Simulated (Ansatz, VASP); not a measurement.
# One calculation of Si, two programs

```
CELL_PARAMETERS angstrom
-3.37335 3.37335 1.94644
3.37335 -3.37335 1.94644
3.37335 3.37335 -1.94644
ATOMIC_POSITIONS crystal
Si 0.15437 0.15437 0.35722
Si 0.79715 0.79715 0.64278
Si 0.20285 0.84563 0.00000
Si 0.84563 0.20285 0.00000
```

Change from the starting cell: mode 4 frozen in at -0.094 Å, equal normal strain along x, y and z +0.0083.

Alike in both runs: task single point; functional PBE; k mesh 10 × 10 × 10; occupations gaussian, width 0.05 eV; no spin polarisation.

|  | VASP | Ansatz |
| --- | --- | --- |
| version | VASP 6.6.1 | Ansatz 0.2.0 |
| potentials or method | VASP PAW PBE potentials, release 64 (Si), cutoff 520 eV | scalar-relativistic, plane waves, PAW |
| valence electrons in the cell | 16 | 16 |

|  | VASP | Ansatz | Ansatz less VASP |
| --- | --- | --- | --- |
| gap on the k mesh at the Fermi level (eV) | 0.38 | 0.38 | -0.001 |
| least direct gap on the mesh (eV) | 0.61 | 0.61 | 0.000 |
| pressure (GPa) | -2.2 | -2.2 | +0.05 |
| traceless stress, the component that is largest in VASP (GPa) | 0.05 | 0.06 | +0.013 |
| rms of the force components (eV/Å) | 0.148 | 0.148 | -0.0005 |

Atom by atom the forces differ by 0.001 eV/Å (rms over components).
